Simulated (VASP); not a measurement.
A run of VASP 6.6.1:

File INCAR:

```
PREC     = Accurate       # precision mode
ENCUT    = 600            # plane-wave cutoff, eV
EDIFF    = 1E-7           # SCF threshold, eV
ISMEAR   = -1             # smearing method
SIGMA    = 0.05           # smearing width, eV
LREAL    = False          # projectors in reciprocal space
LASPH    = True           # aspherical terms in the spheres
NELM     = 80             # most SCF steps
ALGO     = Normal         # electronic algorithm
ISIF     = 3              # what is computed and relaxed
LWAVE    = False          # write WAVECAR
LCHARG   = False          # write CHGCAR
IBRION   = 2              # ionic algorithm
NSW      = 60             # ionic steps
EDIFFG   = -0.01          # ionic threshold
```

KPOINTS

```
regular mesh
0
Gamma
  9 9 9
```

POSCAR

```
As
1.0
    1.8807968987      1.0858785957      3.5140619945
   -1.8807968987      1.0858785957      3.5140619945
    0.0000000000     -2.1717571915      3.5140619945
As
2
Direct
    0.2260000000      0.2260000000      0.2260000000
    0.7740000000      0.7740000000      0.7740000000
```

Potentials or basis: VASP PAW LDA potentials, release 64 (As).

Launch:

```console
$ cat potpaw_LDA.64/As/POTCAR > POTCAR
$ mpirun -np 1 vasp_std > vasp.out
```

Hardware: 1 thread of Intel(R) Xeon(R) 6975P-C (Granite Rapids) (shared host).

**Question.** How long does it take, and how much memory?

**Answer.** Wall time 100 s on 1 thread of Intel(R) Xeon(R) 6975P-C (Granite Rapids), with other jobs on the host, peak memory 0.19 GiB. Counts: scf iterations 65, k points 85, ion steps 10.
